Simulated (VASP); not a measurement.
# Ga2SbN3 (Cmc2_1) in VASP: single point with PBE

Aim: the single point of Ga2SbN3 with PBE.

Program: VASP 6.6.1. These are calculated values, not measurements. Logs are shortened: lines on timing, memory, paths and dates and some standing lists are left out, and cuts for length are marked.

### 1 The cell of the first run

The structure is orthorhombic, space group Cmc2_1 (No. 36). The conventional cell has a = 10.383 Å, b = 5.776 Å, c = 5.551 Å, α = 90.00°, β = 90.00°, γ = 90.00°. Ga (site symmetry 1) has 4 N at 1.94 to 2.04 Å within 2.6 Å. Within 2.9 Å of Sb (site symmetry m) lie 4 N at 2.22 to 2.31 Å. N (site symmetry 1) has 3 Ga at 1.94 to 1.96 Å and 1 Sb at 2.31 Å within 2.6 Å. N (site symmetry m) has 2 Ga at 2.04 Å and 2 Sb at 2.22 to 2.27 Å within 2.7 Å.

### 2 Single point, PBE

Input file INCAR:

```
ALGO = Normal
EDIFF = 1E-6
ENCUT = 520
GGA = PE
ISIF = 2
ISMEAR = 0
LASPH = True
LCHARG = False
LREAL = False
LWAVE = False
NBANDS = 58
NELM = 60
PREC = Accurate
SIGMA = 0.01
```

Input file KPOINTS:

```
k-points
0
Gamma
  6 6 6
```

Input file POSCAR:

```
Ga2SbN3
1.0
    5.1917493212     -2.8878958812      0.0000000000
    5.1917493212      2.8878958812      0.0000000000
    0.0000000000      0.0000000000      5.5513838242
Ga Sb N
4 2 6
Direct
    0.4956827419      0.1516117345      0.0024024486
    0.1516117345      0.4956827419      0.5024024486
    0.5043172581      0.8483882655      0.5024024486
    0.8483882655      0.5043172581      0.0024024486
    0.2030397545      0.7969602455      0.0567941038
    0.7969602455      0.2030397545      0.5567941038
    0.1729913660      0.4350379532      0.1550926154
    0.5649620468      0.8270086340      0.1550926154
    0.8226482610      0.1773517390      0.9550157682
    0.4350379532      0.1729913660      0.6550926154
    0.8270086340      0.5649620468      0.6550926154
    0.1773517390      0.8226482610      0.4550157682
```

Potentials or basis: VASP PAW PBE potentials, release 64 (Ga_d, Sb, N).

Started as:

```console
cat potpaw_PBE.64/Ga_d/POTCAR potpaw_PBE.64/Sb/POTCAR potpaw_PBE.64/N/POTCAR > POTCAR
mpirun -np 1 vasp_std > vasp.out
```

OUTCAR:

```text
EDIFF = 1E-6
   ENCUT = 520
   GGA = PE
   ISIF = 2
   ISMEAR = 0
   LASPH = True
   LREAL = False
   NELM = 60
   PREC = Accurate

 ion  position               nearest neighbor table
   1  0.496  0.152  0.002-   8 1.94  10 1.95   7 1.96   9 2.04   6 3.16   5 3.28
   2  0.152  0.496  0.502-  11 1.94   7 1.95  10 1.96  12 2.04   5 3.16   6 3.28
   3  0.504  0.848  0.502-  10 1.94   8 1.95  11 1.96  12 2.04   5 3.16   6 3.28
   4  0.848  0.504  0.002-   7 1.94  11 1.95   8 1.96   9 2.04   6 3.16   5 3.28
   5  0.203  0.797  0.057-  12 2.22   9 2.27   7 2.31   8 2.31   2 3.16   3 3.16   4 3.28   1 3.28
                             6 3.63   6 3.63
   6  0.797  0.203  0.557-   9 2.22  12 2.27  11 2.31  10 2.31   1 3.16   4 3.16   3 3.28   2 3.28
                             5 3.63   5 3.63
   7  0.173  0.435  0.155-   4 1.94   2 1.95   1 1.96   5 2.31
   8  0.565  0.827  0.155-   1 1.94   3 1.95   4 1.96   5 2.31
   9  0.823  0.177  0.955-   1 2.04   4 2.04   6 2.22   5 2.27
  10  0.435  0.173  0.655-   3 1.94   1 1.95   2 1.96   6 2.31
  11  0.827  0.565  0.655-   2 1.94   4 1.95   3 1.96   6 2.31
  12  0.177  0.823  0.455-   2 2.04   3 2.04   5 2.22   6 2.27

  LATTYP: Found a base centered orthorhombic cell.
 ALAT       =     5.7757917624
 B/A-ratio  =     1.7977619467
 C/A-ratio  =     0.9611468094

  Lattice vectors:

 A1 = (  -5.1917493212,  -2.8878958812,   0.0000000000)
 A2 = (   5.1917493212,  -2.8878958812,   0.0000000000)
 A3 = (   0.0000000000,   0.0000000000,   5.5513838242)

Analysis of symmetry for initial positions (statically):
=====================================================================
 Subroutine PRICEL returns:
 Original cell was already a primitive cell.

 Routine SETGRP: Setting up the symmetry group for a
 base centered orthorhombic supercell.

 Subroutine GETGRP returns: Found  4 space group operations
 (whereof  2 operations were pure point group operations)
 out of a pool of  8 trial point group operations.

The static configuration has the point symmetry C_1h.
 The point group associated with its full space group is C_2v.

Analysis of symmetry for dynamics (positions and initial velocities):
=====================================================================
 Subroutine PRICEL returns:
 Original cell was already a primitive cell.

 Routine SETGRP: Setting up the symmetry group for a
 base centered orthorhombic supercell.

 Subroutine GETGRP returns: Found  4 space group operations
 (whereof  2 operations were pure point group operations)
 out of a pool of  8 trial point group operations.

The dynamic configuration has the point symmetry C_1h.
 The point group associated with its full space group is C_2v.

 Subroutine INISYM returns: Found  4 space group operations
 (whereof  2 operations are pure point group operations),
 and found     1 'primitive' translations

----------------------------------------------------------------------------------------

                                     Primitive cell

  volume of cell :     166.4664

  direct lattice vectors                    reciprocal lattice vectors
     5.191749321 -2.887895881  0.000000000     0.096306653 -0.173136436  0.000000000
     5.191749321  2.887895881  0.000000000     0.096306653  0.173136436  0.000000000
     0.000000000  0.000000000  5.551383824     0.000000000  0.000000000  0.180135266

  length of vectors
     5.940892495  5.940892495  5.551383824     0.198119148  0.198119148  0.180135266

  position of ions in fractional coordinates (direct lattice)
     0.495682742  0.151611735  0.002402449
     0.151611735  0.495682742  0.502402449
     0.504317258  0.848388265  0.502402449
     0.848388265  0.504317258  0.002402449
     0.203039754  0.796960246  0.056794104
     0.796960246  0.203039754  0.556794104
     0.172991366  0.435037953  0.155092615
     0.564962047  0.827008634  0.155092615
     0.822648261  0.177351739  0.955015768
     0.435037953  0.172991366  0.655092615
     0.827008634  0.564962047  0.655092615
     0.177351739  0.822648261  0.455015768

  ion indices of the primitive-cell ions
   primitive index   ion index
                 1           1
                 2           2
                 3           3
                 4           4
                 5           5
                 6           6
                 7           7
                 8           8
                 9           9
                10          10
                11          11
                12          12

----------------------------------------------------------------------------------------

 KPOINTS: k-points

Automatic generation of k-mesh.
 Grid dimensions read from file:
 generate k-points for:    6    6    6

 Generating k-lattice:

  Cartesian coordinates                     Fractional coordinates (reciprocal lattice)
     0.016051109 -0.028856073  0.000000000     0.166666667  0.000000000  0.000000000
     0.016051109  0.028856073  0.000000000     0.000000000  0.166666667  0.000000000
     0.000000000  0.000000000  0.030022544     0.000000000  0.000000000  0.166666667

  Length of vectors
     0.033019858  0.033019858  0.030022544

  Shift w.r.t. Gamma in fractional coordinates (k-lattice)
     0.000000000  0.000000000  0.000000000

 Subroutine IBZKPT returns following result:
 ===========================================

 Found     52 irreducible k-points:

 Following reciprocal coordinates:
            Coordinates               Weight
  0.000000  0.000000  0.000000      1.000000
  0.166667 -0.000000  0.000000      4.000000
  0.333333  0.000000  0.000000      4.000000
  0.500000  0.000000  0.000000      2.000000
  0.166667  0.166667  0.000000      2.000000
  0.333333  0.166667  0.000000      4.000000
[... 16 lines left out ...]
  0.333333  0.333333  0.166667      4.000000
  0.500000  0.333333  0.166667      8.000000
 [... further k-points ...]
   k-points           NKPTS =     52   k-points in BZ     NKDIM =     52   number of bands    NBANDS=     58
   number of dos      NEDOS =    301   number of ions     NIONS =     12
   total plane-waves  NPLWV =  96768
   dimension x,y,z NGX =    48 NGY =   48 NGZ =   42
   dimension x,y,z NGXF=    96 NGYF=   96 NGZF=   84
   ions per type =               4   2   6
   NGX,Y,Z   is equivalent  to a cutoff of  13.43, 13.43, 12.58 a.u.
   NGXF,Y,Z  is equivalent  to a cutoff of  26.86, 26.86, 25.16 a.u.
 SYSTEM =  unknown system
   PREC   = accura    normal or accurate (medium, high low for compatibility)
   ISTART =      0    job   : 0-new  1-cont  2-samecut
   ICHARG =      2    charge: 1-file 2-atom 10-const
   ISPIN  =      1    spin polarized calculation?
   LNONCOLLINEAR =      F non collinear calculations
   LSORBIT =      F    spin-orbit coupling
   LASPH  =      T    aspherical Exc in radial PAW
   ENCUT  =  520.0 eV  38.22 Ry    6.18 a.u.  11.05 11.05 10.32*2*pi/ulx,y,z
   NELM   =     60;   NELMIN=  2; NELMDL= -5     # of ELM steps
   EDIFF  = 0.1E-05   stopping-criterion for ELM
   LREAL  =      F    real-space projection
   EDIFFG = 0.1E-04   stopping-criterion for IOM
   NSW    =      0    number of steps for IOM
   IBRION =     -1    ionic relax: 0-MD 1-quasi-New 2-CG
   NFREE  =      0    steps in history (QN), initial steepest desc. (CG)
   ISIF   =      2    stress and relaxation
   ISYM   =      2    0-nonsym 1-usesym 2-fastsym
   POTIM  = 0.5000    time-step for ionic-motion
   TEBEG  =    0.0;   TEEND  =   0.0 temperature during run
   PSTRESS=    0.0 pullay stress
   NELECT =      92.0000    total number of electrons
   NUPDOWN=      -1.0000    fix difference up-down
   EMIN   =  10.00;   EMAX   =-10.00  energy-range for DOS
   EFERMI =   0.00;   METHOD = LEGACY
   ISMEAR =     0;   SIGMA  =   0.01  broadening in eV -4-tet -1-fermi 0-gaus
   EFERMI_NEDOS =   21; number of points for ismear=-14 and -15
   IALGO  =     38    algorithm
   IMIX   =      4    mixing-type and parameters
     AMIX     =   0.40;   BMIX     =  1.00
     AMIX_MAG =   1.60;   BMIX_MAG =  1.00
  volume/ion in A,a.u.               =      13.87        93.61
  Fermi-wavevector in a.u.,A,eV,Ry     =   1.343472  2.538794 24.557385  1.804917
  Thomas-Fermi vector in A             =   2.471543
   LORBIT       =      0    0 simple, 1 ext, 2 COOP (PROOUT), +10 PAW based schemes
   GGA     = PE    functional components
   LHFCALC =     F    Hartree Fock is set to
   AEXX    =    0.0000 exact exchange contribution
   IVDW    =     0    specifies the selected vdW correction
   LEPSILON=     F    determine dielectric tensor
   LRPA    =     F    only Hartree local field effects (RPA)
 non-spin polarized calculation
 Gauss-broadening in eV      SIGMA  =   0.01
  energy-cutoff  :      520.00
  volume of cell :      166.47
 maximum number of plane-waves:      4506
 NGX is ok and might be reduce to    48
   NGX = 23   NGY = 23   NGZ = 21

 number of electron      92.0000002 magnetization

 Free energy of the ion-electron system (eV)
  ---------------------------------------------------
  ext. energy  EPLUGINS =         0.00000000
  ---------------------------------------------------
  free energy    TOTEN  =       -69.74346679 eV

  energy without entropy =      -69.74346679  energy(sigma->0) =      -69.74346679

 E-fermi :   6.3475     XC(G=0): -10.9037

 val. band max:        6.2734726420   @ k =  -0.1667   0.1667   0.0000
 cond. band min:       7.7857112698   @ k =  -0.3333   0.1667   0.3333
 fundamental gap:      1.5122386278
 Fermi energy:         6.3475183546

 k-point     1 :       0.0000    0.0000    0.0000
  band No.  band energies     occupation
      1     -10.1831      2.00000
      2      -9.2298      2.00000
      3      -9.1464      2.00000
      4      -9.1077      2.00000
      5      -8.8841      2.00000
      6      -8.7117      2.00000
[... 1453 lines left out ...]
     57      12.5394      0.00000
     58      13.0563      0.00000

 [... further k-points ...]

------------------------ aborting loop because EDIFF is reached ----------------------------------------

  FORCE on cell =-STRESS in cart. coord.  units (eV):
  Direction    XX          YY          ZZ          XY          YZ          ZX
  --------------------------------------------------------------------------------------
  -------------------------------------------------------------------------------------
  Total       -0.1138445     -0.0014125     -0.0524434      0.0000000      0.0000000      0.0000000
  in kB       -1.0957108     -0.0135949     -0.5047483      0.0000000      0.0000000      0.0000000
  external PRESSURE =      -0.5380180 kB  Pullay stress =       0.0000000 kB

 VOLUME and BASIS-vectors are now :
 -----------------------------------------------------------------------------
  energy-cutoff  :      520.00
  volume of cell :      166.47
      direct lattice vectors                 reciprocal lattice vectors
     5.191749321 -2.887895881  0.000000000     0.096306653 -0.173136436  0.000000000
     5.191749321  2.887895881  0.000000000     0.096306653  0.173136436  0.000000000
     0.000000000  0.000000000  5.551383824     0.000000000  0.000000000  0.180135266

 POSITION                                       TOTAL-FORCE (eV/Angst)
 -----------------------------------------------------------------------------------
      3.36059     -0.99364      0.01334        -0.012477      0.007610      0.001536
      3.36059      0.99364      2.78903        -0.012477     -0.007610      0.001536
      7.02291      0.99364      2.78903         0.012477     -0.007610      0.001536
      7.02291     -0.99364      0.01334         0.012477      0.007610      0.001536
      5.19175      1.71518      0.31529         0.000000     -0.024953     -0.009060
      5.19175     -1.71518      3.09098         0.000000      0.024953     -0.009060
      3.15674      0.75676      0.86098         0.015995      0.009257      0.000482
      7.22676      0.75676      0.86098        -0.015995      0.009257      0.000482
      5.19175     -1.86355      5.30166         0.000000     -0.013139      0.005024
      3.15674     -0.75676      3.63667         0.015995     -0.009257      0.000482
      7.22676     -0.75676      3.63667        -0.015995     -0.009257      0.000482
      5.19175      1.86355      2.52597         0.000000      0.013139      0.005024
 -----------------------------------------------------------------------------------
    total drift:                                0.000000      0.000000      0.000419

  FREE ENERGIE OF THE ION-ELECTRON SYSTEM (eV)
  ---------------------------------------------------
  free  energy   TOTEN  =       -69.7434667919 eV

  energy  without entropy=      -69.7434667919  energy(sigma->0) =      -69.74346679
```

It took 7.7 min on 1 thread of Intel Xeon Platinum 8375C at 2.90GHz (Ice Lake), shared host; peak memory 0.55 GiB.

Results:

```
Free energy            : -69.7435 eV
Pressure               : -0.1 GPa
Largest force          : 0.027 eV/Å
Band gap on the k mesh : 1.51 eV (least direct gap 1.72 eV)
```

Forces on the atoms (eV/Å):
```
Ga  -0.012  0.008  0.002
Ga  -0.012 -0.008  0.002
Ga   0.012 -0.008  0.002
Ga   0.012  0.008  0.002
Sb   0.000 -0.025 -0.009
Sb   0.000  0.025 -0.009
N    0.016  0.009  0.000
N   -0.016  0.009  0.000
N    0.000 -0.013  0.005
N    0.016 -0.009  0.000
N   -0.016 -0.009  0.000
N    0.000  0.013  0.005
```

Caveat: spin-orbit coupling is left out, which moves the levels of the heavy elements. A k mesh can miss the band edges.
